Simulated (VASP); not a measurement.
Runs of VASP 6.6.1 on TiN (Osbornite). Symmetry: Fm-3m, No. 225, cubic system. Conventional cell: a = 4.238 Å, b = 4.238 Å, c = 4.238 Å, α = 90.00°, β = 90.00°, γ = 90.00°. Within 2.8 Å of Ti (site symmetry m-3m) lie 6 N at 2.12 Å. Within 2.8 Å of N (site symmetry m-3m) lie 6 Ti at 2.12 Å. 

```tsv
smearing	gap on the mesh (eV)	pressure (GPa)
methfessel-paxton 0.3 eV	none	2.0
methfessel-paxton 0.5 eV	none	(a)
methfessel-paxton 0.2 eV	none	2.1
methfessel-paxton 0.1 eV	none	2.0
```

Alike in all rows: task single point; level PBE; potentials or basis VASP PAW PBE potentials, release 64 (Ti_sv, N); no spin polarisation; cell as given; k mesh 9 × 9 × 9; cutoff (eV) 600.

Task: Estimate the missing entries.

Result: (a) 1.9.

A gap of «none» marks levels without a gap at the run's occupations.
